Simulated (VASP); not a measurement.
Here is a VASP 6.6.1 calculation.

The input INCAR:

```
SYSTEM = C
ALGO = Normal
EDIFF = 1E-7
ENCUT = 520
GGA = PS
ISIF = 2
ISMEAR = 0
LASPH = .TRUE.
LCHARG = .FALSE.
LREAL = .FALSE.
LWAVE = .FALSE.
NBANDS = 31
NELM = 80
PREC = Accurate
SIGMA = 0.05
```

File KPOINTS:

```
k-points
0
G
  11 7 3
  0 0 0
```

POSCAR

```
C
1.0
   -2.1294220588     -1.2294315772      0.0088643343
    1.3950280734      0.0000000000     -3.6324024213
    3.6837290785     -9.6305473545      2.4023955564
C
10
Direct
    0.7777558694      0.1444058493      0.0666694635
    0.2110892027      0.2777391826      0.2666694635
   -0.3555774640      0.4110725160      0.4666694635
    0.0777558694      0.5444058493      0.6666694635
   -0.4889107973      0.6777391826      0.8666694635
   -0.0110892027     -0.2777391826      0.9333305365
    0.2555774640      0.1889274840      0.1333305365
    0.6889107973      0.3222608174      0.3333305365
    0.1222441306      0.4555941507      0.5333305365
   -0.4444225360      0.5889274840      0.7333305365
```

Potentials or basis: VASP PAW PBE potentials, release 64 (C).

The run is started by

```bash
$ cat potpaw_PBE.64/C/POTCAR > POTCAR
$ mpirun -np 1 vasp_std > vasp.out
```

**Question.** What does it give for the band gap on the k mesh?

**Answer.** 0.14 eV (least direct gap 0.35 eV).

**Question.** What does it give for the largest force?

**Answer.** 2.682 eV/Å.

Forces in eV/Å, atoms in the order of the input:
```
C   -1.924 -1.151  1.472
C   -0.013 -0.431 -0.523
C   -0.011 -0.007  0.073
C    0.004 -0.019 -0.019
C    0.325 -1.085 -0.252
C    1.924  1.151 -1.472
C   -0.325  1.085  0.252
C   -0.004  0.019  0.019
C    0.011  0.007 -0.073
C    0.013  0.431  0.523
```

Caveat: the cell differs from its parent crystal (the part above a cut slid along it); semilocal functionals underestimate gaps, and a narrow one can read as zero; the PAW data sets were made with another functional, which shifts forces and pressure a little. A k mesh can miss the band edges.
